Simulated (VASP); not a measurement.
# NaB4 (Cmmm) in VASP: single point with PBE

Aim: the single point of NaB4 with PBE.

All numbers are computed with VASP 6.6.1; they aren't measurements. Logs are shortened: lines on timing, memory, paths and dates and some standing lists are left out, and cuts for length are marked.

## 1. The cell of the first run

Symmetry: Cmmm, No. 65, orthorhombic system. The conventional cell has a = 4.404 Å, b = 8.327 Å, c = 3.188 Å, α = 90.00°, β = 90.00°, γ = 90.00°. Na (site symmetry mmm) has 14 B at 2.34 to 3.25 Å and 2 Na at 3.19 Å within 3.3 Å. B (site symmetry m2m) has 2 B at 1.75 Å within 2.3 Å. B (site symmetry mm2) has 4 B at 1.59 to 1.75 Å within 2.1 Å.

The cell was built from a structure type or drawn by symmetry, and may not be a known phase.

## 2. Single point, PBE

The input, INCAR:

```
ALGO = Normal
EDIFF = 1E-6
ENCUT = 500
GGA = PE
GGA_COMPAT = False
ISIF = 2
ISMEAR = 0
LASPH = True
LCHARG = False
LREAL = False
LWAVE = False
NBANDS = 18
NELM = 120
PREC = Accurate
SIGMA = 0.2
```

The input, KPOINTS:

```
k-points
0
Gamma
  4 4 5
```

The input, POSCAR:

```
NaB4
1.0
    2.2020292929     -4.1636623951      0.0000000000
    2.2020292929      4.1636623951      0.0000000000
    0.0000000000      0.0000000000      3.1877885012
Na B
1 4
Direct
    0.0000000000      0.0000000000      0.5000000000
    0.3127524766      0.6872475234      0.5000000000
    0.6872475234      0.3127524766      0.5000000000
    0.5000000000      0.5000000000      0.2511806171
    0.5000000000      0.5000000000      0.7488193829
```

Potentials or basis: VASP PAW PBE potentials, release 64 (Na_pv, B).

Command:

```
> cat potpaw_PBE.64/Na_pv/POTCAR potpaw_PBE.64/B/POTCAR > POTCAR
> mpirun -np 1 vasp_std > vasp.out
```

OUTCAR:

```text
EDIFF = 1E-6
   ENCUT = 500
   GGA = PE
   ISIF = 2
   ISMEAR = 0
   LASPH = True
   LREAL = False
   NELM = 120
   PREC = Accurate

 ion  position               nearest neighbor table
   1  0.000  0.000  0.500-   4 2.34   5 2.34   4 2.34   5 2.34
   2  0.313  0.687  0.500-   4 1.75   5 1.75
   3  0.687  0.313  0.500-   4 1.75   5 1.75
   4  0.500  0.500  0.251-   5 1.59   5 1.60   2 1.75   3 1.75   1 2.34   1 2.34
   5  0.500  0.500  0.749-   4 1.59   4 1.60   3 1.75   2 1.75   1 2.34   1 2.34

  LATTYP: Found a base centered orthorhombic cell.
 ALAT       =     4.4040585858
 B/A-ratio  =     1.8908297035
 C/A-ratio  =     0.7238297219

  Lattice vectors:

 A1 = (   2.2020292929,  -4.1636623951,   0.0000000000)
 A2 = (   2.2020292929,   4.1636623951,   0.0000000000)
 A3 = (   0.0000000000,   0.0000000000,   3.1877885012)

Analysis of symmetry for initial positions (statically):
=====================================================================
 Subroutine PRICEL returns:
 Original cell was already a primitive cell.

 Routine SETGRP: Setting up the symmetry group for a
 base centered orthorhombic supercell.

 Subroutine GETGRP returns: Found  8 space group operations
 (whereof  8 operations were pure point group operations)
 out of a pool of  8 trial point group operations.

The static configuration has the point symmetry D_2h.

Analysis of symmetry for dynamics (positions and initial velocities):
=====================================================================
 Subroutine PRICEL returns:
 Original cell was already a primitive cell.

 Routine SETGRP: Setting up the symmetry group for a
 base centered orthorhombic supercell.

 Subroutine GETGRP returns: Found  8 space group operations
 (whereof  8 operations were pure point group operations)
 out of a pool of  8 trial point group operations.

The dynamic configuration has the point symmetry D_2h.

 Subroutine INISYM returns: Found  8 space group operations
 (whereof  8 operations are pure point group operations),
 and found     1 'primitive' translations

----------------------------------------------------------------------------------------

                                     Primitive cell

  volume of cell :      58.4545

[... 89 lines left out ...]
   NELM   =    120;   NELMIN=  2; NELMDL= -5     # of ELM steps
   EDIFF  = 0.1E-05   stopping-criterion for ELM
   LREAL  =      F    real-space projection
   EDIFFG = 0.1E-04   stopping-criterion for IOM
   NSW    =      0    number of steps for IOM
   IBRION =     -1    ionic relax: 0-MD 1-quasi-New 2-CG
   NFREE  =      0    steps in history (QN), initial steepest desc. (CG)
   ISIF   =      2    stress and relaxation
   ISYM   =      2    0-nonsym 1-usesym 2-fastsym
   POTIM  = 0.5000    time-step for ionic-motion
   TEBEG  =    0.0;   TEEND  =   0.0 temperature during run
   PSTRESS=    0.0 pullay stress
   NELECT =      19.0000    total number of electrons
   NUPDOWN=      -1.0000    fix difference up-down
   EMIN   =  10.00;   EMAX   =-10.00  energy-range for DOS
   EFERMI =   0.00;   METHOD = LEGACY
   ISMEAR =     0;   SIGMA  =   0.20  broadening in eV -4-tet -1-fermi 0-gaus
   EFERMI_NEDOS =   21; number of points for ismear=-14 and -15
   IALGO  =     38    algorithm
   IMIX   =      4    mixing-type and parameters
     AMIX     =   0.40;   BMIX     =  1.00
     AMIX_MAG =   1.60;   BMIX_MAG =  1.00
  volume/ion in A,a.u.               =      11.69        78.89
  Fermi-wavevector in a.u.,A,eV,Ry     =   1.125607  2.127088 17.238451  1.266990
  Thomas-Fermi vector in A             =   2.262285
   LORBIT       =      0    0 simple, 1 ext, 2 COOP (PROOUT), +10 PAW based schemes
   GGA     = PE    functional components
   LHFCALC =     F    Hartree Fock is set to
   AEXX    =    0.0000 exact exchange contribution
   IVDW    =     0    specifies the selected vdW correction
   LEPSILON=     F    determine dielectric tensor
   LRPA    =     F    only Hartree local field effects (RPA)
 non-spin polarized calculation
 Gauss-broadening in eV      SIGMA  =   0.20
  energy-cutoff  :      500.00
  volume of cell :       58.45
 maximum number of plane-waves:      1495
 NGX is ok and might be reduce to    36
   NGX = 17   NGY = 17   NGZ = 11

 number of electron      19.0000004 magnetization

 Free energy of the ion-electron system (eV)
  ---------------------------------------------------
  ext. energy  EPLUGINS =         0.00000000
  ---------------------------------------------------
  free energy    TOTEN  =       -22.71616022 eV

  energy without entropy =      -22.68036501  energy(sigma->0) =      -22.69826261

 E-fermi :   2.9177     XC(G=0):  -9.6385

 val. band max:        2.8275278247   @ k =  -0.2500   0.2500   0.0000
 cond. band min:       3.0295484819   @ k =   0.5000   0.2500   0.4000
 fundamental gap:      0.2020206572
 Fermi energy:         2.9177179678

 k-point     1 :       0.0000    0.0000    0.0000
  band No.  band energies     occupation
      1     -20.7906      2.00000
      2     -20.7035      2.00000
      3     -20.6385      2.00000
      4     -10.0176      2.00000
      5      -4.6322      2.00000
      6      -2.2766      2.00000
[... 418 lines left out ...]
      5      -4.8873      2.00000
      6      -4.7840      2.00000
[... 10 lines left out ...]
     17       9.5921      0.00000
     18      13.5553      0.00000

------------------------ aborting loop because EDIFF is reached ----------------------------------------

  FORCE on cell =-STRESS in cart. coord.  units (eV):
  Direction    XX          YY          ZZ          XY          YZ          ZX
  --------------------------------------------------------------------------------------
  -------------------------------------------------------------------------------------
  Total        0.1762191     -0.0519314     -0.2110999      0.0000000      0.0000000      0.0000000
  in kB        4.8299824     -1.4233853     -5.7860282      0.0000000      0.0000000      0.0000000
  external PRESSURE =      -0.7931437 kB  Pullay stress =       0.0000000 kB

 VOLUME and BASIS-vectors are now :
 -----------------------------------------------------------------------------
  energy-cutoff  :      500.00
  volume of cell :       58.45
      direct lattice vectors                 reciprocal lattice vectors
     2.202029293 -4.163662395  0.000000000     0.227063283 -0.120086585  0.000000000
     2.202029293  4.163662395  0.000000000     0.227063283  0.120086585  0.000000000
     0.000000000  0.000000000  3.187788501     0.000000000  0.000000000  0.313697097

 POSITION                                       TOTAL-FORCE (eV/Angst)
 -----------------------------------------------------------------------------------
      0.00000      0.00000      1.59389         0.000000     -0.000000      0.000000
      2.20203      1.55927      1.59389         0.000000     -0.011208      0.000000
      2.20203     -1.55927      1.59389         0.000000      0.011208      0.000000
      2.20203      0.00000      0.80071        -0.000000     -0.000000     -0.074694
      2.20203      0.00000      2.38708        -0.000000     -0.000000      0.074694
 -----------------------------------------------------------------------------------
    total drift:                                0.000000      0.000000      0.000000

  FREE ENERGIE OF THE ION-ELECTRON SYSTEM (eV)
  ---------------------------------------------------
  free  energy   TOTEN  =       -22.7161602188 eV

  energy  without entropy=      -22.6803650061  energy(sigma->0) =      -22.69826261
```

OSZICAR:

```text
N       E                     dE             d eps       ncg     rms          rms(c)
DAV:   1     0.965180044494E+02    0.96518E+02   -0.89093E+03   756   0.994E+02
DAV:   2    -0.181942790778E+02   -0.11471E+03   -0.10864E+03   846   0.267E+02
DAV:   3    -0.251443270318E+02   -0.69500E+01   -0.68162E+01  1012   0.633E+01
DAV:   4    -0.252438547127E+02   -0.99528E-01   -0.99374E-01   950   0.737E+00
DAV:   5    -0.252450487825E+02   -0.11941E-02   -0.11937E-02   998   0.870E-01    0.656E+00
DAV:   6    -0.230632562622E+02    0.21818E+01   -0.26593E+00   872   0.108E+01    0.319E+00
DAV:   7    -0.227472044010E+02    0.31605E+00   -0.10075E+00  1016   0.555E+00    0.140E+00
DAV:   8    -0.227152656491E+02    0.31939E-01   -0.10240E-01  1012   0.193E+00    0.449E-01
DAV:   9    -0.227160498142E+02   -0.78417E-03   -0.79845E-03   916   0.609E-01    0.113E-01
DAV:  10    -0.227160966086E+02   -0.46794E-04   -0.12711E-03   900   0.234E-01    0.308E-02
DAV:  11    -0.227161527477E+02   -0.56139E-04   -0.20023E-04   848   0.118E-01    0.168E-02
DAV:  12    -0.227161577460E+02   -0.49983E-05   -0.13600E-05   990   0.254E-02    0.559E-03
DAV:  13    -0.227161601620E+02   -0.24160E-05   -0.31314E-06   830   0.140E-02    0.109E-03
DAV:  14    -0.227161602188E+02   -0.56736E-07   -0.35016E-07   710   0.517E-03
   1 F= -.22716160E+02 E0= -.22698263E+02  d E =-.357952E-01
```

Wall time 15 s (1 thread of Intel Xeon Platinum 8488C (Sapphire Rapids), shared host); peak memory 0.17 GiB.

Results:

```
Free energy            : -22.7162 eV
Pressure               : -0.1 GPa
Largest force          : 0.075 eV/Å
Band gap on the k mesh : zero (an odd number of electrons rules out a gap without spin polarisation)
```

Forces in eV/Å, atoms in the order of the input:
```
Na   0.000  0.000  0.000
B    0.000 -0.011  0.000
B    0.000  0.011  0.000
B    0.000  0.000 -0.075
B    0.000  0.000  0.075
```

Levels at points of the mesh, in eV from the Fermi level:
```tsv
k point	band 6	band 7	band 8	band 9	band 10	band 11	band 12	band 13
(0.00, 0.00, 0.00)	-5.19	-4.37	-3.46	-1.62	0.36	0.94	2.04	4.41
(0.50, 0.00, 0.00)	-5.26	-4.85	-3.97	-0.84	0.93	1.39	3.80	5.36
(0.50, 0.50, 0.00)	-4.83	-4.54	-2.03	-0.27	0.74	1.53	2.00	4.14
```

Caveat: the k points lie up to 0.40 Å⁻¹ apart, too coarse for converged energies and pressures of a metal.
